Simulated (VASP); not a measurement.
# GaP (Cmcm) in VASP: a series of runs, part 2 of 2

VASP 6.6.1.

## (4) Single point, PBEsol

This run uses another cell than the first one, of 13.06 Å³/atom, 1.055 times its volume.

Contents of INCAR:

```
ALGO     = Normal         # electronic algorithm
EDIFF    = 1E-6           # SCF threshold, eV
ENCUT    = 520            # plane-wave cutoff, eV
GGA      = PS             # functional
ISIF     = 2              # what is computed and relaxed
ISMEAR   = 0              # smearing method
LASPH    = T              # aspherical terms in the spheres
LCHARG   = F              # write CHGCAR
LREAL    = F              # projectors in reciprocal space
LWAVE    = F              # write WAVECAR
NBANDS   = 66             # bands
NELM     = 100            # most SCF steps
PREC     = Accurate       # precision mode
SIGMA    = 0.1            # smearing width, eV
```

Contents of KPOINTS:

```
k-points
0
Gamma
  6 6 2
```

Contents of POSCAR:

```
GaP
1.0
    2.3400385072     -2.4635821453      0.0000000000
    2.3400385072      2.4635821453      0.0000000000
    0.0000000000      0.0000000000     13.5947870162
P Ga
6 6
Direct
    0.6085003528      0.3914996472      0.0712383267
    0.3914996472      0.6085003528      0.9287616733
    0.3914996472      0.6085003528      0.5712383267
    0.6085003528      0.3914996472      0.4287616733
    0.8928520817      0.1071479183      0.2500000000
    0.1071479183      0.8928520817      0.7500000000
    0.8964085968      0.1035914032      0.5914862365
    0.1035914032      0.8964085968      0.4085137635
    0.1035914032      0.8964085968      0.0914862365
    0.8964085968      0.1035914032      0.9085137635
    0.4152133175      0.5847866825      0.2500000000
    0.5847866825      0.4152133175      0.7500000000
```

Potentials or basis: VASP PAW PBE potentials, release 64 (P, Ga_d).

Started as:

```bash
cat potpaw_PBE.64/P/POTCAR potpaw_PBE.64/Ga_d/POTCAR > POTCAR
mpirun -np 1 vasp_std > vasp.out
```

OUTCAR:

```text
EDIFF = 1E-6
   ENCUT = 520
   GGA = PS
   ISIF = 2
   ISMEAR = 0
   LASPH = T
   LREAL = F
   NELM = 100
   PREC = Accurate

 ion  position               nearest neighbor table
   1  0.609  0.391  0.071-   2 2.21   9 2.36   9 2.36   9 2.45   9 2.50  11 2.61  10 2.63   5 2.81

   2  0.391  0.609  0.929-   1 2.21  10 2.36  10 2.36  10 2.45  10 2.50  12 2.61   9 2.63   6 2.81

   3  0.391  0.609  0.571-   4 2.21   7 2.36   7 2.36   7 2.45   7 2.50  12 2.61   8 2.63   6 2.81
[... 15 lines left out ...]
  11  0.415  0.585  0.250-   5 2.34   5 2.34   5 2.35   5 2.57   4 2.61   1 2.61   8 2.65   9 2.65

  12  0.585  0.415  0.750-   6 2.34   6 2.34   6 2.35   6 2.57   2 2.61   3 2.61  10 2.65   7 2.65

  LATTYP: Found a base centered orthorhombic cell.
 ALAT       =     4.6800770144
 B/A-ratio  =     1.0527955577
 C/A-ratio  =     2.9048212186

  Lattice vectors:

 A1 = (   2.3400385072,  -2.4635821453,   0.0000000000)
[... 211 lines left out ...]
      3      -5.4850      2.00000
      4      -5.4334      2.00000
      5      -5.2818      2.00000
      6      -5.2308      2.00000
[... 1645 lines left out ...]
     65      15.6794      0.00000
     66      15.6794      0.00000

 [... further k-points ...]

------------------------ aborting loop because EDIFF is reached ----------------------------------------

  FORCE on cell =-STRESS in cart. coord.  units (eV):
  Direction    XX          YY          ZZ          XY          YZ          ZX
  --------------------------------------------------------------------------------------
  -------------------------------------------------------------------------------------
  Total       30.2341867     29.9753976     30.1006051      0.0000000      0.0000000      0.0000000
  in kB      309.0412258    306.3959918    307.6758098      0.0000000      0.0000000      0.0000000
  external PRESSURE =     307.7043425 kB  Pullay stress =       0.0000000 kB

 VOLUME and BASIS-vectors are now :
 -----------------------------------------------------------------------------
  energy-cutoff  :      520.00
  volume of cell :      156.74
      direct lattice vectors                 reciprocal lattice vectors
     2.340038507 -2.463582145  0.000000000     0.213671697 -0.202956496  0.000000000
     2.340038507  2.463582145  0.000000000     0.213671697  0.202956496  0.000000000
     0.000000000  0.000000000 13.594787016     0.000000000  0.000000000  0.073557607

 POSITION                                       TOTAL-FORCE (eV/Angst)
 -----------------------------------------------------------------------------------
      2.34004     -0.53460      0.96847         0.000000      0.002416     -0.014309
      2.34004      0.53460     12.62632         0.000000     -0.002416      0.014309
      2.34004      0.53460      7.76586         0.000000     -0.002416     -0.014309
      2.34004     -0.53460      5.82892         0.000000      0.002416      0.014309
      2.34004     -1.93565      3.39870         0.000000      0.004557     -0.000000
      2.34004      1.93565     10.19609         0.000000     -0.004557     -0.000000
      2.34004     -1.95317      8.04113         0.000000     -0.002581     -0.008187
      2.34004      1.95317      5.55366         0.000000      0.002581      0.008187
      2.34004      1.95317      1.24374         0.000000      0.002581     -0.008187
      2.34004     -1.95317     12.35105         0.000000     -0.002581      0.008187
      2.34004      0.41776      3.39870         0.000000     -0.006996     -0.000000
      2.34004     -0.41776     10.19609         0.000000      0.006996      0.000000
 -----------------------------------------------------------------------------------
    total drift:                                0.000000     -0.000000     -0.000000

  FREE ENERGIE OF THE ION-ELECTRON SYSTEM (eV)
  ---------------------------------------------------
  free  energy   TOTEN  =       -52.2913785841 eV

  energy  without entropy=      -52.2723600895  energy(sigma->0) =      -52.28186934
```

OSZICAR:

```text
N       E                     dE             d eps       ncg     rms          rms(c)
DAV:   1     0.120493944250E+04    0.12049E+04   -0.45339E+04  3692   0.285E+03
DAV:   2     0.192637784595E+03   -0.10123E+04   -0.97241E+03  3448   0.758E+02
DAV:   3    -0.322411916829E+02   -0.22488E+03   -0.21218E+03  3942   0.227E+02
DAV:   4    -0.522554839865E+02   -0.20014E+02   -0.19303E+02  4144   0.660E+01
DAV:   5    -0.533577480379E+02   -0.11023E+01   -0.10914E+01  5080   0.155E+01    0.137E+01
DAV:   6    -0.524310704350E+02    0.92668E+00   -0.19532E+00  5046   0.210E+01    0.789E+00
DAV:   7    -0.523098799952E+02    0.12119E+00   -0.10371E+00  5456   0.808E+00    0.104E+00
DAV:   8    -0.522891178080E+02    0.20762E-01   -0.27301E-01  4848   0.716E+00    0.772E-01
DAV:   9    -0.522913048295E+02   -0.21870E-02   -0.35867E-02  4368   0.265E+00    0.178E-01
DAV:  10    -0.522911607961E+02    0.14403E-03   -0.60592E-03  4656   0.153E+00    0.832E-02
DAV:  11    -0.522912859042E+02   -0.12511E-03   -0.26375E-03  4224   0.781E-01    0.454E-02
DAV:  12    -0.522913573990E+02   -0.71495E-04   -0.10925E-03  4348   0.349E-01    0.177E-02
DAV:  13    -0.522913696972E+02   -0.12298E-04   -0.21983E-04  4768   0.193E-01    0.801E-03
DAV:  14    -0.522913778932E+02   -0.81961E-05   -0.90080E-05  4894   0.732E-02    0.369E-03
DAV:  15    -0.522913785841E+02   -0.69085E-06   -0.43648E-06  2890   0.326E-02
   1 F= -.52291379E+02 E0= -.52281869E+02  d E =-.190185E-01
```

Wall time 3.8 min (1 thread of Intel Xeon Platinum 8488C (Sapphire Rapids), shared host); peak memory 0.37 GiB.

What came out:

```yaml
Free_energy: -52.2914 eV
Pressure: 30.8 GPa
Largest_force: 0.015 eV/Å
Band_gap_on_the_k_mesh: zero (band 54 reaches 12.08 eV, above the bottom of band 55 at 7.78 eV)
```

Forces in eV/Å, atoms in the order of the input:
```
P    0.000  0.002 -0.014
P    0.000 -0.002  0.014
P    0.000 -0.002 -0.014
P    0.000  0.002  0.014
P    0.000  0.005  0.000
P    0.000 -0.005  0.000
Ga   0.000 -0.003 -0.008
Ga   0.000  0.003  0.008
Ga   0.000  0.003 -0.008
Ga   0.000 -0.003  0.008
Ga   0.000 -0.007  0.000
Ga   0.000  0.007  0.000
```

Caveat: the PAW data sets were made with another functional, which shifts forces and pressure a little.

## (5) Summary

```csv
cell,k mesh,smearing,gap on the mesh (eV),pressure (GPa),largest force (eV/Å)
"a = 3.371, b = 3.371, c = 13.099 Å, angles 90.0, 90.0, 93.8°, 12 atoms",10 × 10 × 4,fermi-dirac 0.1 eV,none,42.8,0.02
"a = 3.414, b = 3.414, c = 13.463 Å, angles 90.0, 90.0, 93.4°, 12 atoms",10 × 10 × 4,fermi-dirac 0.1 eV,none,30.8,0.02
"a = 3.398, b = 3.398, c = 13.595 Å, angles 90.0, 90.0, 92.9°, 12 atoms",6 × 6 × 2,gaussian 0.1 eV,none,30.8,0.01
```

Alike in all rows: task single point; level PBEsol; potentials or basis VASP PAW PBE potentials, release 64 (P, Ga_d); no spin polarisation; cutoff (eV) 520.

Caveats: the PAW data sets were made with another functional, which shifts forces and pressure a little.

Total energies depend on the potentials used, so only differences within one code and one set of settings carry meaning.
